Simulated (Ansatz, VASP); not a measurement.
# One calculation of Ni, two programs

```
CELL_PARAMETERS angstrom
0.00000 1.73757 1.73757
1.73757 0.00000 1.73757
1.73757 1.73757 0.00000
ATOMIC_POSITIONS crystal
Ni 0.00000 0.00000 0.00000
```

Alike in both runs: task single point; functional PBE; k mesh 11 × 11 × 11; occupations fermi-dirac, width 0.05 eV; collinear spin; fixed moment 0.8 μB.

|  | VASP | Ansatz |
| --- | --- | --- |
| version | VASP 6.6.1 | Ansatz 0.2.0 |
| potentials or method | VASP PAW PBE potentials, release 64 (Ni_sv_GW) | Ansatz PAW |
| plane-wave cutoff (eV) | 690 | 420 |
| valence electrons in the cell | 18 | 18 |

Ansatz gave:

| Quantity | Value |
| --- | --- |
| pressure (GPa) | 9.7 |
| net moment per atom (μB) | 0.80 |
| size of the moment on the site where the two differ most (μB) | 0.83 |

Question: Estimate VASP's values.

Answer: Pressure (GPa): 8.7; net moment per atom (μB): 0.80; size of the moment on the site where the two differ most (μB): 0.83.

Site moments also hang on the region over which each program counts them.
